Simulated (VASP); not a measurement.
# Ga3Sb (I4/mmm) in VASP: further runs, part 2 of 3

VASP 6.6.1.

## (3) Single point, PBEsol+D3(BJ) (18.82 Å³/atom)

File INCAR:

```
ALGO = Fast ; EDIFF = 1E-7
ENCUT = 520 ; GGA = PS
ISIF = 2 ; ISMEAR = 0
IVDW = 12 ; LASPH = T
LCHARG = F ; LREAL = F
LWAVE = F ; NBANDS = 30
NELM = 80 ; PREC = Accurate
SIGMA = 0.15
```

File KPOINTS:

```
k-points
0
Gamma
  14 14 14
```

File POSCAR:

```
Ga3Sb
1.0
   -2.1283378407      2.1283378407      4.1557924678
    2.1283378407     -2.1283378407      4.1557924678
    2.1283378407      2.1283378407     -4.1557924678
Ga Sb
3 1
Direct
    0.7500000000      0.2500000000      0.5000000000
    0.2500000000      0.7500000000      0.5000000000
    0.5000000000      0.5000000000      0.0000000000
    0.0000000000      0.0000000000      0.0000000000
```

Potentials or basis: VASP PAW PBE potentials, release 64 (Ga_d, Sb).

On the command line:

```bash
$ cat potpaw_PBE.64/Ga_d/POTCAR potpaw_PBE.64/Sb/POTCAR > POTCAR
$ mpirun -np 1 vasp_std > vasp.out
```

OUTCAR:

```text
EDIFF = 1E-7
   ENCUT = 520
   GGA = PS
   ISIF = 2
   ISMEAR = 0
   IVDW = 12
   LASPH = T
   LREAL = F
   NELM = 80
   PREC = Accurate
 IVDW          = 12

 ion  position               nearest neighbor table
   1  0.750  0.250  0.500-   4 2.97   4 2.97   4 2.97   4 2.97
   2  0.250  0.750  0.500-   4 2.97   4 2.97   4 2.97   4 2.97
   3  0.500  0.500  0.000-   4 3.01   4 3.01   4 3.01   4 3.01
   4  0.000  0.000  0.000-   1 2.97   2 2.97   1 2.97   2 2.97   1 2.97   2 2.97   1 2.97   2 2.97
                             3 3.01   3 3.01   3 3.01   3 3.01

  LATTYP: Found a body centered tetragonal cell.
 ALAT       =     4.2566756814
 C/A-ratio  =     1.9526000000

  Lattice vectors:

 A1 = (  -2.1283378407,   2.1283378407,   4.1557924678)
 A2 = (   2.1283378407,  -2.1283378407,   4.1557924678)
 A3 = (   2.1283378407,   2.1283378407,  -4.1557924678)

Analysis of symmetry for initial positions (statically):
=====================================================================
 Subroutine PRICEL returns:
 Original cell was already a primitive cell.

 Routine SETGRP: Setting up the symmetry group for a
 body centered tetragonal supercell.

 Subroutine GETGRP returns: Found 16 space group operations
 (whereof 16 operations were pure point group operations)
 out of a pool of 16 trial point group operations.

The static configuration has the point symmetry D_4h.

Analysis of symmetry for dynamics (positions and initial velocities):
=====================================================================
 Subroutine PRICEL returns:
 Original cell was already a primitive cell.

 Routine SETGRP: Setting up the symmetry group for a
 body centered tetragonal supercell.

 Subroutine GETGRP returns: Found 16 space group operations
 (whereof 16 operations were pure point group operations)
 out of a pool of 16 trial point group operations.

The dynamic configuration has the point symmetry D_4h.

 Subroutine INISYM returns: Found 16 space group operations
 (whereof 16 operations are pure point group operations),
 and found     1 'primitive' translations

----------------------------------------------------------------------------------------

                                     Primitive cell

  volume of cell :      75.3000

  direct lattice vectors                    reciprocal lattice vectors
    -2.128337841  2.128337841  4.155792468     0.000000000  0.234925109  0.120313996
     2.128337841 -2.128337841  4.155792468     0.234925109  0.000000000  0.120313996
     2.128337841  2.128337841 -4.155792468     0.234925109  0.234925109  0.000000000

  length of vectors
     5.131301488  5.131301488  5.131301488     0.263941783  0.263941783  0.332234276

  position of ions in fractional coordinates (direct lattice)
     0.750000000  0.250000000  0.500000000
     0.250000000  0.750000000  0.500000000
     0.500000000  0.500000000  0.000000000
     0.000000000  0.000000000  0.000000000

  ion indices of the primitive-cell ions
   primitive index   ion index
                 1           1
                 2           2
                 3           3
                 4           4

[... 24 lines left out ...]
 Found    244 irreducible k-points:

 Following reciprocal coordinates:
            Coordinates               Weight
  0.000000  0.000000  0.000000      1.000000
  0.071429 -0.000000  0.000000      8.000000
  0.142857 -0.000000  0.000000      8.000000
  0.214286 -0.000000  0.000000      8.000000
  0.285714 -0.000000  0.000000      8.000000
  0.357143 -0.000000  0.000000      8.000000
[... 16 lines left out ...]
  0.214286  0.142857  0.000000     16.000000
  0.285714  0.142857  0.000000     16.000000
 [... further k-points ...]
   k-points           NKPTS =    244   k-points in BZ     NKDIM =    244   number of bands    NBANDS=     30
   number of dos      NEDOS =    301   number of ions     NIONS =      4
   total plane-waves  NPLWV =  64000
   dimension x,y,z NGX =    40 NGY =   40 NGZ =   40
   dimension x,y,z NGXF=    80 NGYF=   80 NGZF=   80
   ions per type =               3   1
   NGX,Y,Z   is equivalent  to a cutoff of  12.96, 12.96, 12.96 a.u.
   NGXF,Y,Z  is equivalent  to a cutoff of  25.92, 25.92, 25.92 a.u.
 SYSTEM =  unknown system
   PREC   = accura    normal or accurate (medium, high low for compatibility)
   ISTART =      0    job   : 0-new  1-cont  2-samecut
   ICHARG =      2    charge: 1-file 2-atom 10-const
   ISPIN  =      1    spin polarized calculation?
   LNONCOLLINEAR =      F non collinear calculations
   LSORBIT =      F    spin-orbit coupling
   LASPH  =      T    aspherical Exc in radial PAW
   ENCUT  =  520.0 eV  38.22 Ry    6.18 a.u.   9.54  9.54  9.54*2*pi/ulx,y,z
   NELM   =     80;   NELMIN=  2; NELMDL= -5     # of ELM steps
   EDIFF  = 0.1E-06   stopping-criterion for ELM
   LREAL  =      F    real-space projection
   EDIFFG = 0.1E-05   stopping-criterion for IOM
   NSW    =      0    number of steps for IOM
   IBRION =     -1    ionic relax: 0-MD 1-quasi-New 2-CG
   NFREE  =      0    steps in history (QN), initial steepest desc. (CG)
   ISIF   =      2    stress and relaxation
   ISYM   =      2    0-nonsym 1-usesym 2-fastsym
   POTIM  = 0.5000    time-step for ionic-motion
   TEBEG  =    0.0;   TEEND  =   0.0 temperature during run
   PSTRESS=    0.0 pullay stress
   NELECT =      44.0000    total number of electrons
   NUPDOWN=      -1.0000    fix difference up-down
   EMIN   =  10.00;   EMAX   =-10.00  energy-range for DOS
   EFERMI =   0.00;   METHOD = LEGACY
   ISMEAR =     0;   SIGMA  =   0.15  broadening in eV -4-tet -1-fermi 0-gaus
   EFERMI_NEDOS =   21; number of points for ismear=-14 and -15
   IALGO  =     68    algorithm
   IMIX   =      4    mixing-type and parameters
     AMIX     =   0.40;   BMIX     =  1.00
     AMIX_MAG =   1.60;   BMIX_MAG =  1.00
  volume/ion in A,a.u.               =      18.82       127.04
  Fermi-wavevector in a.u.,A,eV,Ry     =   1.368655  2.586383 25.486667  1.873217
  Thomas-Fermi vector in A             =   2.494600
   LORBIT       =      0    0 simple, 1 ext, 2 COOP (PROOUT), +10 PAW based schemes
   GGA     = PS    functional components
   LHFCALC =     F    Hartree Fock is set to
   AEXX    =    0.0000 exact exchange contribution
   IVDW    =    12    specifies the selected vdW correction
   LEPSILON=     F    determine dielectric tensor
   LRPA    =     F    only Hartree local field effects (RPA)
 non-spin polarized calculation
 RMM-DIIS sequential band-by-band and
 Gauss-broadening in eV      SIGMA  =   0.15
  energy-cutoff  :      520.00
  volume of cell :       75.30
 maximum number of plane-waves:      2055
 NGX is ok and might be reduce to    40
   NGX = 19   NGY = 19   NGZ = 19

 number of electron      43.9999980 magnetization

 Free energy of the ion-electron system (eV)
  ---------------------------------------------------
  ext. energy  EPLUGINS =         0.00000000
  ---------------------------------------------------
  free energy    TOTEN  =       -14.17637191 eV

  energy without entropy =      -14.15730789  energy(sigma->0) =      -14.16683990

 E-fermi :   7.5959     XC(G=0): -11.3840

 val. band max:        7.5894803810   @ k =  -0.3571  -0.4286   0.2143
 cond. band min:       7.5971146620   @ k =  -0.0714   0.5000   0.0714
 fundamental gap:      0.0076342810
 Fermi energy:         7.5958583396

 k-point     1 :       0.0000    0.0000    0.0000
  band No.  band energies     occupation
      1      -7.4888      2.00000
      2      -7.4518      2.00000
      3      -7.4243      2.00000
      4      -7.3790      2.00000
      5      -7.3790      2.00000
      6      -7.3697      2.00000
[... 781 lines left out ...]
     29      13.2469      0.00000
     30      15.8392      0.00000

 [... further k-points ...]

------------------------ aborting loop because EDIFF is reached ----------------------------------------

 Edisp (eV)   -1.56271

 E8    (eV) :    -1.0804

  FORCE on cell =-STRESS in cart. coord.  units (eV):
  Direction    XX          YY          ZZ          XY          YZ          ZX
  --------------------------------------------------------------------------------------
  -------------------------------------------------------------------------------------
  Total       1.46677     1.46677     1.35060     0.00000     0.00000     0.00000
  in kB      31.20875    31.20875    28.73706     0.00000     0.00000     0.00000
  external pressure =       30.38 kB  Pullay stress =        0.00 kB

 VOLUME and BASIS-vectors are now :
 -----------------------------------------------------------------------------
  energy-cutoff  :      520.00
  volume of cell :       75.30
      direct lattice vectors                 reciprocal lattice vectors
    -2.128337841  2.128337841  4.155792468     0.000000000  0.234925109  0.120313996
     2.128337841 -2.128337841  4.155792468     0.234925109  0.000000000  0.120313996
     2.128337841  2.128337841 -4.155792468     0.234925109  0.234925109  0.000000000

 POSITION                                       TOTAL-FORCE (eV/Angst)
 -----------------------------------------------------------------------------------
      0.00000      2.12834      2.07790        -0.000000     -0.000000      0.000000
      2.12834      0.00000      2.07790        -0.000000      0.000000      0.000000
      0.00000      0.00000      4.15579         0.000000      0.000000     -0.000000
      0.00000      0.00000      0.00000         0.000000      0.000000     -0.000000
 -----------------------------------------------------------------------------------
    total drift:                               -0.000000     -0.000000      0.000000

  FREE ENERGIE OF THE ION-ELECTRON SYSTEM (eV)
  ---------------------------------------------------
  free  energy   TOTEN  =       -15.7390843320 eV

  energy  without entropy=      -15.7200203043  energy(sigma->0) =      -15.72955232
```

OSZICAR:

```text
N       E                     dE             d eps       ncg     rms          rms(c)
DAV:   1     0.296814393280E+03    0.29681E+03   -0.20659E+04 15120   0.248E+03
DAV:   2     0.217816094109E+02   -0.27503E+03   -0.26734E+03 15016   0.505E+02
DAV:   3    -0.131604559192E+02   -0.34942E+02   -0.34150E+02 16626   0.138E+02
DAV:   4    -0.142707854547E+02   -0.11103E+01   -0.11052E+01 17160   0.264E+01
DAV:   5    -0.142994276315E+02   -0.28642E-01   -0.28632E-01 18718   0.423E+00    0.316E+00
RMM:   6    -0.142018630868E+02    0.97565E-01   -0.18018E-01 18881   0.427E+00    0.175E+00
RMM:   7    -0.141781614493E+02    0.23702E-01   -0.67211E-02 19967   0.197E+00    0.294E-01
RMM:   8    -0.141763885936E+02    0.17729E-02   -0.57456E-03 20925   0.711E-01    0.556E-02
RMM:   9    -0.141763535759E+02    0.35018E-04   -0.12322E-03 22388   0.330E-01    0.503E-02
RMM:  10    -0.141763709027E+02   -0.17327E-04   -0.32451E-04 24997   0.140E-01    0.174E-02
RMM:  11    -0.141763703980E+02    0.50473E-06   -0.42087E-05 22185   0.567E-02    0.335E-03
RMM:  12    -0.141763719537E+02   -0.15558E-05   -0.14569E-05 23855   0.260E-02    0.161E-03
RMM:  13    -0.141763719928E+02   -0.39115E-07   -0.17454E-06 20042   0.110E-02    0.649E-04
RMM:  14    -0.141763719136E+02    0.79288E-07   -0.48676E-07 14031   0.530E-03
   1 F= -.15739084E+02 E0= -.15729552E+02  d E =-.190640E-01
```

stdout:

```text
POSCAR found type information on POSCAR GaSb
 POSCAR found :  2 types and       4 ions
 scaLAPACK will be used
 -----------------------------------------------------------------------------
|                                                                             |
|                                                                             |
|     You enforced a specific xc type in the INCAR file but a different       |
|     I HOPE YOU KNOW WHAT YOU ARE DOING!                                     |
|                                                                             |
 -----------------------------------------------------------------------------

 LDA part: xc-table for (Slater+PW92), standard interpolation
 POSCAR, INCAR and KPOINTS ok, starting setup
 FFT: planning ... GRIDC
 FFT: planning ... GRID_SOFT
 FFT: planning ... GRID
 WAVECAR not read
 entering main loop
WARNING in EDDRMM: call to ZHEGV failed, returncode =   8  4     27
WARNING in EDDRMM: call to ZHEGV failed, returncode =   8  4     26
WARNING in EDDRMM: call to ZHEGV failed, returncode =   8  4     26
WARNING in EDDRMM: call to ZHEGV failed, returncode =   6  3     29
WARNING in EDDRMM: call to ZHEGV failed, returncode =   6  3     28
WARNING in EDDRMM: call to ZHEGV failed, returncode =   8  4     29
WARNING in EDDRMM: call to ZHEGV failed, returncode =   8  4     28
WARNING in EDDRMM: call to ZHEGV failed, returncode =   8  4     28
WARNING in EDDRMM: call to ZHEGV failed, returncode =   8  4     28
```

Run time: 12 min. Hardware: 1 thread of Oxide Virtual Turin-like, shared host; peak memory 0.56 GiB.

What came out:

| Item | Value |
| --- | --- |
| Free energy | -15.7391 eV |
| Pressure | 3.0 GPa |
| Band gap on the k mesh | zero (bands 22 and 23 overlap by 5.20 eV) |
| Dispersion energy per atom | -0.391 eV |

Stress tensor (GPa, compression positive):
```
3.12 0.00 0.00
0.00 3.12 0.00
0.00 0.00 2.87
```

Caveat: the cell stands under pressure; the PAW data sets were made with another functional, which shifts forces and pressure a little; spin-orbit coupling is left out, which moves the levels of the heavy elements.

## (4) Single point, PBEsol+D3(BJ) (20.39 Å³/atom)

This run uses another cell than the first one, of 20.39 Å³/atom.

File INCAR:

```
PREC = Accurate ; ENCUT = 520
EDIFF = 1E-7 ; ISMEAR = 0
SIGMA = 0.15 ; LREAL = F
LASPH = T ; NELM = 60
ALGO = Fast ; ISIF = 2
LWAVE = F ; LCHARG = F
GGA = PS ; IVDW = 12
NBANDS = 30
```

File KPOINTS:

```
Automatic mesh
0
Gamma
  14 14 14
```

File POSCAR:

```
Ga3Sb
1.0
   -1.9957942858      1.9957942858      5.1200106608
    1.9957942858     -1.9957942858      5.1200106608
    1.9957942858      1.9957942858     -5.1200106608
Ga Sb
3 1
Direct
    0.7500000000      0.2500000000      0.5000000000
    0.2500000000      0.7500000000      0.5000000000
    0.5000000000      0.5000000000      0.0000000000
    0.0000000000      0.0000000000      0.0000000000
```

On the command line:

```bash
$ cat potpaw_PBE.64/Ga_d/POTCAR potpaw_PBE.64/Sb/POTCAR > POTCAR
$ mpirun -np 1 vasp_std > vasp.out
```

Wall time 40 min (1 thread of Oxide Virtual Turin-like, shared host); peak memory 0.67 GiB.

It converged, with:

```yaml
Free_energy: -15.7242 eV
Pressure: -1.8 GPa
Band_gap_on_the_k_mesh: zero (bands 22 and 23 overlap by 4.15 eV)
Dispersion_energy_per_atom: -0.359 eV
```

Stress tensor (GPa, compression positive):
```
-1.34  0.00  0.00
 0.00 -1.34  0.00
 0.00  0.00 -2.76
```

Levels at points of the mesh, in eV from the Fermi level:
| k point | band 20 | band 21 | band 22 | band 23 | band 24 | band 25 |
| --- | --- | --- | --- | --- | --- | --- |
| (0.00, 0.00, 0.00) | -1.84 | -1.84 | -0.74 | -0.11 | -0.11 | 1.75 |
| (0.50, 0.00, 0.00) | -0.55 | -0.25 | 0.02 | 1.14 | 1.74 | 2.07 |
| (0.50, 0.50, 0.00) | -5.04 | -4.25 | -1.88 | -1.23 | -0.16 | 0.64 |
| (0.50, 0.50, 0.50) | -2.64 | -1.19 | 0.94 | 1.88 | 1.88 | 1.96 |

Caveat: the PAW data sets were made with another functional, which shifts forces and pressure a little; spin-orbit coupling is left out, which moves the levels of the heavy elements.

[end of part 2 of 3]
